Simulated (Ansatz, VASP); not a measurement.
## BAs in VASP and in Ansatz

```
B As
1.0
     0.00000    2.38660    2.38660
     2.38660    0.00000    2.38660
     2.38660    2.38660    0.00000
B As
1 1
Direct
  0.00000 0.00000 0.00000
  0.25000 0.25000 0.25000
```

Alike in both runs: functional r2SCAN; dispersion rVV10; k mesh 10 × 10 × 10; occupations gaussian, width 0.02 eV; no spin polarisation.

Ansatz relaxed the structure, and its values are those at the end. VASP's run is a single point on that final structure, the one shown.

|  | VASP | Ansatz |
| --- | --- | --- |
| version | VASP 6.6.1 | Ansatz 0.2.0 |
| potentials or method | VASP PAW PBE potentials, release 64 (B, As), cutoff 550 eV | scalar-relativistic, plane waves, PAW |
| valence electrons in the cell | 8 | 18 |

|  | VASP | Ansatz | Ansatz less VASP |
| --- | --- | --- | --- |
| gap on the k mesh at the Fermi level (eV) | 1.33 | 1.33 | +0.001 |
| least direct gap on the mesh (eV) | 3.44 | 3.43 | -0.006 |
| pressure (GPa) | 0.6 | 0.0 | -0.59 |

VASP's potentials were made for PBE, not for r2SCAN. VASP's potentials hold 8 valence electrons a cell and Ansatz's 18, so a difference there can come from the potentials and not from the codes.
